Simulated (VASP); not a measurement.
# Nb16B (a cell with a defect) in VASP: single point with PBE

Aim: the single point of Nb16B (a cell with a defect) with PBE.

Program: VASP 6.6.1. These are calculated values, not measurements. Logs are shortened: lines on timing, memory, paths and dates and some standing lists are left out, and cuts for length are marked.

**1. The cell of the first run**

The cell holds a defect, 17 atoms: a = 6.685 Å, b = 6.685 Å, c = 6.685 Å, α = 90.00°, β = 90.00°, γ = 90.00°.

**2. Single point, PBE**

The input, INCAR:

```
SYSTEM = Nb16B
ALGO     = Normal         ! electronic algorithm
EDIFF    = 1E-6           ! SCF threshold, eV
ENCUT    = 420            ! plane-wave cutoff, eV
GGA      = PE             ! functional
GGA_COMPAT= .FALSE.      
ISIF     = 2              ! what is computed and relaxed
ISMEAR   = -1             ! smearing method
LASPH    = .TRUE.         ! aspherical terms in the spheres
LCHARG   = .FALSE.        ! write CHGCAR
LREAL    = .FALSE.        ! projectors in reciprocal space
LWAVE    = .FALSE.        ! write WAVECAR
NBANDS   = 120            ! bands
NELM     = 120            ! most SCF steps
PREC     = Accurate       ! precision mode
SIGMA    = 0.5            ! smearing width, eV
```

The input, KPOINTS:

```
k-points
0
G
  3 3 3
  0 0 0
```

The input, POSCAR:

```
Nb16B
1.0
    6.6851643200      0.0000000000      0.0000000000
    0.0000000000      6.6851643200      0.0000000000
    0.0000000000      0.0000000000      6.6851643200
Nb B
16 1
Direct
   -0.0035234736     -0.0005219019      0.0001476403
    0.2498553394      0.2375147302      0.2381857683
   -0.0002610257     -0.0005130764      0.5001438768
    0.2498504031      0.2375112898      0.7621339964
   -0.0002586324      0.4994836088      0.0001581113
    0.2498638657      0.7614652021      0.2381805329
    0.0539295644      0.4994973706      0.5001667633
    0.2498596773      0.7614677450      0.7621408773
    0.5032369945     -0.0005178631      0.0001459949
    0.7498596534      0.2545684621      0.2552336664
    0.4999736491     -0.0005087384      0.5001473172
    0.7498604013      0.2545717530      0.7450569293
    0.4999721533      0.4994732874      0.0001552692
    0.7498490329      0.7443923233      0.2552362094
    0.4457839564      0.4994960244      0.5001669129
    0.7498530717      0.7443879854      0.7450546855
    0.7498566617      0.4994629661      0.5001242812
```

Potentials or basis: VASP PAW PBE potentials, release 64 (Nb_sv, B).

On the command line:

```
cat potpaw_PBE.64/Nb_sv/POTCAR potpaw_PBE.64/B/POTCAR > POTCAR
mpirun -np 1 vasp_std > vasp.out
```

OUTCAR:

```text
SYSTEM = Nb16B
   EDIFF = 1E-6
   ENCUT = 420
   GGA = PE
   ISIF = 2
   ISMEAR = -1
   LASPH = .TRUE.
   LREAL = .FALSE.
   NELM = 120
   PREC = Accurate

 ion  position               nearest neighbor table
   1  0.996  0.999  0.000-   8 2.82   4 2.82   6 2.82   2 2.82  10 2.92  12 2.92  14 2.92  16 2.92

   2  0.250  0.238  0.238-   7 2.80  15 2.80   1 2.82   9 2.82   3 2.90  11 2.90  13 2.90   5 2.90

   3  1.000  0.999  0.500-  10 2.89  12 2.89  14 2.89  16 2.89   2 2.90   6 2.90   4 2.90   8 2.90

   4  0.250  0.238  0.762-   7 2.80  15 2.80   1 2.82   9 2.82  13 2.90   5 2.90   3 2.90  11 2.90

   5  1.000  0.499  0.000-  10 2.89  14 2.89  12 2.89  16 2.89   4 2.90   2 2.90   8 2.90   6 2.90

   6  0.250  0.761  0.238-  15 2.80   7 2.80   9 2.82   1 2.82  11 2.90   3 2.90  13 2.90   5 2.90

   7  0.054  0.499  0.500-  17 2.03  15 2.62   8 2.80   4 2.80   6 2.80   2 2.80
   8  0.250  0.761  0.762-  15 2.80   7 2.80   9 2.82   1 2.82   5 2.90  13 2.90  11 2.90   3 2.90

   9  0.503  0.999  0.000-   8 2.82   6 2.82   4 2.82   2 2.82  14 2.92  10 2.92  16 2.92  12 2.92

  10  0.750  0.255  0.255-  17 2.32  13 2.89   3 2.89   5 2.89  11 2.89   1 2.92   9 2.92
  11  0.500  0.999  0.500-  10 2.89  12 2.89  14 2.89  16 2.89   6 2.90   2 2.90   4 2.90   8 2.90

  12  0.750  0.255  0.745-  17 2.32   3 2.89  11 2.89  13 2.89   5 2.89   1 2.92   9 2.92
  13  0.500  0.499  0.000-  10 2.89  14 2.89  12 2.89  16 2.89   4 2.90   2 2.90   8 2.90   6 2.90

  14  0.750  0.744  0.255-  17 2.32  13 2.89   5 2.89  11 2.89   3 2.89   9 2.92   1 2.92
  15  0.446  0.499  0.500-  17 2.03   7 2.62   8 2.80   6 2.80   4 2.80   2 2.80
  16  0.750  0.744  0.745-  17 2.32  11 2.89   3 2.89  13 2.89   5 2.89   9 2.92   1 2.92
  17  0.750  0.499  0.500-  15 2.03   7 2.03  10 2.32  14 2.32  12 2.32  16 2.32

  LATTYP: Found a simple cubic cell.
 ALAT       =     6.6851643200

  Lattice vectors:

 A1 = (   6.6851643200,   0.0000000000,   0.0000000000)
 A2 = (   0.0000000000,   6.6851643200,   0.0000000000)
 A3 = (   0.0000000000,   0.0000000000,   6.6851643200)

Analysis of symmetry for initial positions (statically):
=====================================================================
 Subroutine PRICEL returns:
 Original cell was already a primitive cell.

 Routine SETGRP: Setting up the symmetry group for a
 simple cubic supercell.

 Subroutine GETGRP returns: Found  1 space group operations
 (whereof  1 operations were pure point group operations)
 out of a pool of 48 trial point group operations.

The static configuration has the point symmetry C_1 .

Analysis of symmetry for dynamics (positions and initial velocities):
=====================================================================
 Subroutine PRICEL returns:
 Original cell was already a primitive cell.

 Routine SETGRP: Setting up the symmetry group for a
 simple cubic supercell.

 Subroutine GETGRP returns: Found  1 space group operations
 (whereof  1 operations were pure point group operations)
 out of a pool of 48 trial point group operations.

The dynamic configuration has the point symmetry C_1 .

 Subroutine INISYM returns: Found  1 space group operations
 (whereof  1 operations are pure point group operations),
 and found     1 'primitive' translations

----------------------------------------------------------------------------------------

                                     Primitive cell

  volume of cell :     298.7695

  direct lattice vectors                    reciprocal lattice vectors
     6.685164320  0.000000000  0.000000000     0.149584954  0.000000000  0.000000000
     0.000000000  6.685164320  0.000000000     0.000000000  0.149584954  0.000000000
     0.000000000  0.000000000  6.685164320     0.000000000  0.000000000  0.149584954

  length of vectors
     6.685164320  6.685164320  6.685164320     0.149584954  0.149584954  0.149584954

  position of ions in fractional coordinates (direct lattice)
     0.996476526  0.999478098  0.000147640
     0.249855339  0.237514730  0.238185768
     0.999738974  0.999486924  0.500143877
     0.249850403  0.237511290  0.762133996
     0.999741368  0.499483609  0.000158111
     0.249863866  0.761465202  0.238180533
[... 9 lines left out ...]
     0.749853072  0.744387985  0.745054686
     0.749856662  0.499462966  0.500124281

  ion indices of the primitive-cell ions
   primitive index   ion index
                 1           1
                 2           2
                 3           3
                 4           4
                 5           5
                 6           6
[... 9 lines left out ...]
                16          16
                17          17

----------------------------------------------------------------------------------------

 KPOINTS: k-points

Automatic generation of k-mesh.
 Grid dimensions read from file:
 generate k-points for:    3    3    3

 Generating k-lattice:

  Cartesian coordinates                     Fractional coordinates (reciprocal lattice)
     0.049861651  0.000000000  0.000000000     0.333333333  0.000000000  0.000000000
     0.000000000  0.049861651  0.000000000     0.000000000  0.333333333  0.000000000
     0.000000000  0.000000000  0.049861651     0.000000000  0.000000000  0.333333333

  Length of vectors
     0.049861651  0.049861651  0.049861651

  Shift w.r.t. Gamma in fractional coordinates (k-lattice)
     0.000000000  0.000000000  0.000000000

 Subroutine IBZKPT returns following result:
 ===========================================

 Found     14 irreducible k-points:

 Following reciprocal coordinates:
            Coordinates               Weight
  0.000000  0.000000  0.000000      1.000000
  0.333333  0.000000  0.000000      2.000000
  0.000000  0.333333  0.000000      2.000000
  0.000000  0.000000  0.333333      2.000000
  0.333333  0.333333  0.000000      2.000000
  0.000000  0.333333  0.333333      2.000000
  0.333333  0.000000  0.333333      2.000000
 -0.333333  0.333333  0.000000      2.000000
 -0.333333  0.000000  0.333333      2.000000
  0.000000 -0.333333  0.333333      2.000000
  0.333333  0.333333  0.333333      2.000000
 -0.333333  0.333333  0.333333      2.000000
 -0.333333 -0.333333  0.333333      2.000000
  0.333333 -0.333333  0.333333      2.000000
   k-points           NKPTS =     14   k-points in BZ     NKDIM =     14   number of bands    NBANDS=    120
   number of dos      NEDOS =    301   number of ions     NIONS =     17
   total plane-waves  NPLWV = 110592
   dimension x,y,z NGX =    48 NGY =   48 NGZ =   48
   dimension x,y,z NGXF=    96 NGYF=   96 NGZF=   96
   ions per type =              16   1
   NGX,Y,Z   is equivalent  to a cutoff of  11.94, 11.94, 11.94 a.u.
   NGXF,Y,Z  is equivalent  to a cutoff of  23.87, 23.87, 23.87 a.u.
 SYSTEM =  Nb16B
   PREC   = accura    normal or accurate (medium, high low for compatibility)
   ISTART =      0    job   : 0-new  1-cont  2-samecut
   ICHARG =      2    charge: 1-file 2-atom 10-const
   ISPIN  =      1    spin polarized calculation?
   LNONCOLLINEAR =      F non collinear calculations
   LSORBIT =      F    spin-orbit coupling
   LASPH  =      T    aspherical Exc in radial PAW
   ENCUT  =  420.0 eV  30.87 Ry    5.56 a.u.  11.17 11.17 11.17*2*pi/ulx,y,z
   NELM   =    120;   NELMIN=  2; NELMDL= -5     # of ELM steps
   EDIFF  = 0.1E-05   stopping-criterion for ELM
   LREAL  =      F    real-space projection
   EDIFFG = 0.1E-04   stopping-criterion for IOM
   NSW    =      0    number of steps for IOM
   IBRION =     -1    ionic relax: 0-MD 1-quasi-New 2-CG
   NFREE  =      0    steps in history (QN), initial steepest desc. (CG)
   ISIF   =      2    stress and relaxation
   ISYM   =      2    0-nonsym 1-usesym 2-fastsym
   POTIM  = 0.5000    time-step for ionic-motion
   TEBEG  =    0.0;   TEEND  =   0.0 temperature during run
   PSTRESS=    0.0 pullay stress
   NELECT =     211.0000    total number of electrons
   NUPDOWN=      -1.0000    fix difference up-down
   EMIN   =  10.00;   EMAX   =-10.00  energy-range for DOS
   EFERMI =   0.00;   METHOD = LEGACY
   ISMEAR =    -1;   SIGMA  =   0.50  broadening in eV -4-tet -1-fermi 0-gaus
   EFERMI_NEDOS =   21; number of points for ismear=-14 and -15
   IALGO  =     38    algorithm
   IMIX   =      4    mixing-type and parameters
     AMIX     =   0.40;   BMIX     =  1.00
     AMIX_MAG =   1.60;   BMIX_MAG =  1.00
  volume/ion in A,a.u.               =      17.57       118.60
  Fermi-wavevector in a.u.,A,eV,Ry     =   1.457886  2.755005 28.918252  2.125432
  Thomas-Fermi vector in A             =   2.574635
   LORBIT       =      0    0 simple, 1 ext, 2 COOP (PROOUT), +10 PAW based schemes
   GGA     = PE    functional components
   LHFCALC =     F    Hartree Fock is set to
   AEXX    =    0.0000 exact exchange contribution
   IVDW    =     0    specifies the selected vdW correction
   LEPSILON=     F    determine dielectric tensor
   LRPA    =     F    only Hartree local field effects (RPA)
 non-spin polarized calculation
  energy-cutoff  :      420.00
  volume of cell :      298.77
 maximum number of plane-waves:      5868
 NGX is ok and might be reduce to    48
   NGX = 23   NGY = 23   NGZ = 23

 number of electron     211.0000009 magnetization

 Free energy of the ion-electron system (eV)
  ---------------------------------------------------
  ext. energy  EPLUGINS =         0.00000000
  ---------------------------------------------------
  free energy    TOTEN  =      -176.93085367 eV

  energy without entropy =     -163.19310001  energy(sigma->0) =     -170.06197684

 E-fermi :  11.1284     XC(G=0): -12.4126

 val. band max:       11.1174908478   @ k =   0.0000  -0.3333   0.3333
 cond. band min:      11.2054206247   @ k =   0.3333   0.3333   0.0000
 fundamental gap:      0.0879297769
 Fermi energy:        11.1283700732

 k-point     1 :       0.0000    0.0000    0.0000
  band No.  band energies     occupation
      1     -43.5054      2.00000
      2     -43.3619      2.00000
      3     -43.3619      2.00000
      4     -43.3497      2.00000
      5     -43.3442      2.00000
      6     -43.3347      2.00000
[... 109 lines left out ...]
    116      12.7933      0.06912
    117      12.8173      0.06599
[... 1558 lines left out ...]
    116      13.1316      0.03575
    117      13.1469      0.03469
 [bands above 117 left out]

------------------------ aborting loop because EDIFF is reached ----------------------------------------

  FORCE on cell =-STRESS in cart. coord.  units (eV):
  Direction    XX          YY          ZZ          XY          YZ          ZX
  --------------------------------------------------------------------------------------
  -------------------------------------------------------------------------------------
  Total       18.4958521      5.2492924      5.2499424     -0.0023946     -0.0006987     -0.0023794
  in kB       99.1856096     28.1497852     28.1532712     -0.0128412     -0.0037467     -0.0127597
  external PRESSURE =      51.8295553 kB  Pullay stress =       0.0000000 kB

 VOLUME and BASIS-vectors are now :
 -----------------------------------------------------------------------------
  energy-cutoff  :      420.00
  volume of cell :      298.77
      direct lattice vectors                 reciprocal lattice vectors
     6.685164320  0.000000000  0.000000000     0.149584954  0.000000000  0.000000000
     0.000000000  6.685164320  0.000000000     0.000000000  0.149584954  0.000000000
     0.000000000  0.000000000  6.685164320     0.000000000  0.000000000  0.149584954

 POSITION                                       TOTAL-FORCE (eV/Angst)
 -----------------------------------------------------------------------------------
      6.66161      6.68168      0.00099         0.009033      0.000473      0.000551
      1.67032      1.58782      1.59231        -0.000076      0.008096      0.008371
      6.68342      6.68173      3.34354         0.002555     -0.000040      0.000389
      1.67029      1.58780      5.09499         0.000103      0.008515     -0.008947
      6.68344      3.33913      0.00106         0.002567      0.000206     -0.000070
      1.67038      5.09052      1.59228        -0.000483     -0.008734      0.008742
[... 9 lines left out ...]
      5.01289      4.97636      4.98081         0.000341      0.010994      0.011242
      5.01291      3.33899      3.34341        -0.000011      0.000746      0.000692
 -----------------------------------------------------------------------------------
    total drift:                                0.000125      0.000201     -0.000027

  FREE ENERGIE OF THE ION-ELECTRON SYSTEM (eV)
  ---------------------------------------------------
  free  energy   TOTEN  =      -176.9308536728 eV

  energy  without entropy=     -163.1931000102  energy(sigma->0) =     -170.06197684
```

It took 54 min on 1 thread of Intel Xeon 8259CL, shared host; peak memory 0.48 GiB.

Results:

| Item | Value |
| --- | --- |
| Free energy | -176.9309 eV |
| Pressure | 5.2 GPa |
| Largest force | 0.016 eV/Å |
| Band gap on the k mesh | zero (an odd number of electrons rules out a gap without spin polarisation) |

Forces in eV/Å, atoms in the order of the input:
```
Nb   0.009  0.000  0.001
Nb   0.000  0.008  0.008
Nb   0.003  0.000  0.000
Nb   0.000  0.009 -0.009
Nb   0.003  0.000  0.000
Nb   0.000 -0.009  0.009
Nb   0.003  0.000 -0.001
Nb  -0.001 -0.008 -0.009
Nb  -0.009  0.000  0.000
Nb   0.000 -0.012 -0.012
Nb  -0.003  0.000  0.000
Nb   0.000 -0.011  0.011
Nb  -0.002  0.000  0.000
Nb   0.000  0.012 -0.011
Nb  -0.002  0.000  0.000
Nb   0.000  0.011  0.011
B    0.000  0.001  0.001
```

Caveat: so wide a smearing shifts energies and pressures.
